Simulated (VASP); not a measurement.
# Si2W in VASP: single point with PBEsol

Aim: the single point of Si2W with PBEsol.

Everything below comes from runs of VASP 6.6.1. Logs are shortened: lines on timing, memory, paths and dates and some standing lists are left out, and cuts for length are marked.

## 1. The cell of the first run

The cell holds a slab with vacuum, 6 atoms: a = 3.202 Å, b = 3.202 Å, c = 23.495 Å, α = 90.00°, β = 90.00°, γ = 90.00°.

## 2. Single point, PBEsol

INCAR reads:

```
ALGO = Normal ; DIPOL = 0.5 0.5 0.498
EDIFF = 1E-6 ; ENCUT = 520
GGA = PS ; IDIPOL = 3
ISIF = 2 ; ISMEAR = 0
LASPH = T ; LCHARG = F
LDIPOL = T ; LREAL = F
LWAVE = F ; NBANDS = 31
NELM = 60 ; PREC = Accurate
SIGMA = 0.1
```

KPOINTS reads:

```
k-points
0
Gamma
  9 9 1
```

POSCAR reads:

```
Si2W
1.0
    3.2024995638      0.0000000000      0.0000000000
    0.0000000000      3.2024995638      0.0000000000
    0.0000000000      0.0000000000     23.4948902232
Si W
4 2
Direct
    0.0000000000      0.0000000000      0.3617807923
    0.0000000000      0.0000000000      0.4718908604
    0.5000000000      0.5000000000      0.5256715107
    0.5000000000      0.5000000000      0.6338901773
    0.5000000000      0.5000000000      0.4168358263
    0.0000000000      0.0000000000      0.5803889448
```

Potentials or basis: VASP PAW PBE potentials, release 64 (Si, W_sv).

The run is started by

```
$ cat potpaw_PBE.64/Si/POTCAR potpaw_PBE.64/W_sv/POTCAR > POTCAR
$ mpirun -np 1 vasp_std > vasp.out
```

OUTCAR:

```text
EDIFF = 1E-6
   ENCUT = 520
   GGA = PS
   ISIF = 2
   ISMEAR = 0
   LASPH = T
   LREAL = F
   NELM = 60
   PREC = Accurate

 ion  position               nearest neighbor table
   1  0.000  0.000  0.362-   2 2.59   5 2.61   5 2.61   5 2.61   5 2.61
   2  0.000  0.000  0.472-   6 2.55   1 2.59   3 2.59   3 2.59   3 2.59   3 2.59   5 2.61   5 2.61
                             5 2.61   5 2.61
   3  0.500  0.500  0.526-   4 2.54   5 2.56   2 2.59   2 2.59   2 2.59   2 2.59   6 2.60   6 2.60
                             6 2.60   6 2.60
   4  0.500  0.500  0.634-   3 2.54   6 2.59   6 2.59   6 2.59   6 2.59
   5  0.500  0.500  0.417-   3 2.56   1 2.61   1 2.61   1 2.61   1 2.61   2 2.61   2 2.61   2 2.61
                             2 2.61
   6  0.000  0.000  0.580-   2 2.55   4 2.59   4 2.59   4 2.59   4 2.59   3 2.60   3 2.60   3 2.60
                             3 2.60

  LATTYP: Found a simple tetragonal cell.
 ALAT       =     3.2024995638
 C/A-ratio  =     7.3364226146

  Lattice vectors:

 A1 = (   3.2024995638,   0.0000000000,   0.0000000000)
 A2 = (   0.0000000000,   3.2024995638,   0.0000000000)
 A3 = (   0.0000000000,   0.0000000000,  23.4948902232)

Analysis of symmetry for initial positions (statically):
=====================================================================
 Subroutine PRICEL returns:
 Original cell was already a primitive cell.

 Routine SETGRP: Setting up the symmetry group for a
 simple tetragonal supercell.

 Subroutine GETGRP returns: Found  8 space group operations
 (whereof  8 operations were pure point group operations)
 out of a pool of 16 trial point group operations.

The static configuration has the point symmetry C_4v.

Analysis of symmetry for dynamics (positions and initial velocities):
=====================================================================
 Subroutine PRICEL returns:
 Original cell was already a primitive cell.

 Routine SETGRP: Setting up the symmetry group for a
 simple tetragonal supercell.

 Subroutine GETGRP returns: Found  8 space group operations
 (whereof  8 operations were pure point group operations)
 out of a pool of 16 trial point group operations.

The dynamic configuration has the point symmetry C_4v.

 Subroutine INISYM returns: Found  8 space group operations
 (whereof  8 operations are pure point group operations),
 and found     1 'primitive' translations

----------------------------------------------------------------------------------------

                                     Primitive cell
[... 100 lines left out ...]
   NELECT =      44.0000    total number of electrons
   NUPDOWN=      -1.0000    fix difference up-down
   EMIN   =  10.00;   EMAX   =-10.00  energy-range for DOS
   EFERMI =   0.00;   METHOD = LEGACY
   ISMEAR =     0;   SIGMA  =   0.10  broadening in eV -4-tet -1-fermi 0-gaus
   EFERMI_NEDOS =   21; number of points for ismear=-14 and -15
   IALGO  =     38    algorithm
   IMIX   =      4    mixing-type and parameters
     AMIX     =   0.40;   BMIX     =  1.00
     AMIX_MAG =   1.60;   BMIX_MAG =  1.00
  volume/ion in A,a.u.               =      40.16       271.02
  Fermi-wavevector in a.u.,A,eV,Ry     =   0.928771  1.755122 11.736591  0.862615
  Thomas-Fermi vector in A             =   2.054983
   LORBIT       =      0    0 simple, 1 ext, 2 COOP (PROOUT), +10 PAW based schemes
   GGA     = PS    functional components
   LHFCALC =     F    Hartree Fock is set to
   AEXX    =    0.0000 exact exchange contribution
   IVDW    =     0    specifies the selected vdW correction
   LEPSILON=     F    determine dielectric tensor
   LRPA    =     F    only Hartree local field effects (RPA)
 non-spin polarized calculation
 Gauss-broadening in eV      SIGMA  =   0.10
  energy-cutoff  :      520.00
  volume of cell :      240.96
 maximum number of plane-waves:      6547
 NGX is ok and might be reduce to    24
   NGX = 11   NGY = 11   NGZ = 87

 dipolmoment           0.000000      0.000000      0.141299 electrons x Angstroem

 number of electron      43.9999999 magnetization

 dipolmoment           0.000000      0.000000     -0.002996 electrons x Angstroem

 Free energy of the ion-electron system (eV)
  ---------------------------------------------------
  ext. energy  EPLUGINS =         0.00000000
  ---------------------------------------------------
  free energy    TOTEN  =       -49.74949799 eV

  energy without entropy =      -49.72727289  energy(sigma->0) =      -49.73838544

 E-fermi :   0.8947     XC(G=0):  -5.0912

 val. band max:        0.8556789834   @ k =   0.4444   0.2222   0.0000
 cond. band min:       0.8972688484   @ k =   0.4444   0.0000   0.0000
 fundamental gap:      0.0415898650
 Fermi energy:         0.8946582564

 k-point     1 :       0.0000    0.0000    0.0000
  band No.  band energies     occupation
      1     -72.7400      2.00000
      2     -72.7260      2.00000
      3     -37.0074      2.00000
      4     -36.9927      2.00000
      5     -36.9657      2.00000
      6     -36.9657      2.00000
[... 499 lines left out ...]
     30       5.2719      0.00000
     31       5.5288      0.00000

------------------------ aborting loop because EDIFF is reached ----------------------------------------

 vacuum level on the upper side and lower side of the slab       (xc-potential included)        -0.152        -0.104

  FORCE on cell =-STRESS in cart. coord.  units (eV):
  Direction    XX          YY          ZZ          XY          YZ          ZX
  --------------------------------------------------------------------------------------
  -------------------------------------------------------------------------------------
  Total       -1.2504233     -1.2504233     -0.4701367      0.0000000      0.0000000     -0.0000000
  in kB       -8.3141159     -8.3141159     -3.1259581      0.0000000      0.0000000     -0.0000000
  external PRESSURE =      -6.5847299 kB  Pullay stress =       0.0000000 kB

 VOLUME and BASIS-vectors are now :
 -----------------------------------------------------------------------------
  energy-cutoff  :      520.00
  volume of cell :      240.96
      direct lattice vectors                 reciprocal lattice vectors
     3.202499564  0.000000000  0.000000000     0.312256092  0.000000000  0.000000000
     0.000000000  3.202499564  0.000000000     0.000000000  0.312256092  0.000000000
     0.000000000  0.000000000 23.494890223     0.000000000  0.000000000  0.042562446

 POSITION                                       TOTAL-FORCE (eV/Angst)
 -----------------------------------------------------------------------------------
      0.00000      0.00000      8.50000        -0.000000     -0.000000      0.200721
      0.00000      0.00000     11.08702        -0.000000     -0.000000     -0.226553
      1.60125      1.60125     12.35059        -0.000000     -0.000000     -0.002809
      1.60125      1.60125     14.89318        -0.000000     -0.000000      0.029927
      1.60125      1.60125      9.79351         0.000000     -0.000000      0.007901
      0.00000      0.00000     13.63617        -0.000000      0.000000     -0.009187
 -----------------------------------------------------------------------------------
    total drift:                                0.000000     -0.000000      0.000112

  FREE ENERGIE OF THE ION-ELECTRON SYSTEM (eV)
  ---------------------------------------------------
  free  energy   TOTEN  =       -49.7494979945 eV

  energy  without entropy=      -49.7272728901  energy(sigma->0) =      -49.73838544

 vacuum level on the upper side and lower side of the slab         5.372         5.420
```

OSZICAR:

```text
N       E                     dE             d eps       ncg     rms          rms(c)
DAV:   1     0.331154687579E+03    0.33115E+03   -0.23465E+04  1130   0.120E+03
DAV:   2    -0.367953116940E+02   -0.36795E+03   -0.35994E+03  1208   0.308E+02
DAV:   3    -0.518587254719E+02   -0.15063E+02   -0.14660E+02  1164   0.626E+01
[... 19 lines left out ...]
DAV:  23    -0.497494848158E+02   -0.57567E-05   -0.56401E-07   843   0.172E-03    0.714E-04
DAV:  24    -0.497494932485E+02   -0.84328E-05   -0.36697E-07   777   0.144E-03    0.602E-04
DAV:  25    -0.497494959675E+02   -0.27189E-05   -0.76476E-08   782   0.921E-04    0.335E-04
DAV:  26    -0.497494976150E+02   -0.16475E-05   -0.62997E-08   753   0.619E-04    0.216E-04
DAV:  27    -0.497494979945E+02   -0.37952E-06   -0.17503E-08   700   0.318E-04
   1 F= -.49749498E+02 E0= -.49738385E+02  d E =-.222251E-01
```

Wall time 2 min (1 thread of Intel Xeon Platinum 8559C (Emerald Rapids), shared host); peak memory 0.35 GiB.

Results:

```
Free energy            : -49.7495 eV
Largest force          : 0.227 eV/Å
Band gap on the k mesh : zero (band 22 reaches 1.75 eV, above the bottom of band 23 at 0.86 eV)
```

Forces on the atoms (eV/Å):
```
Si   0.000  0.000  0.201
Si   0.000  0.000 -0.227
Si   0.000  0.000 -0.003
Si   0.000  0.000  0.030
W    0.000  0.000  0.008
W    0.000  0.000 -0.009
```

Caveat: the PAW data sets were made with another functional, which shifts forces and pressure a little; spin-orbit coupling is left out, which moves the levels of the heavy elements.
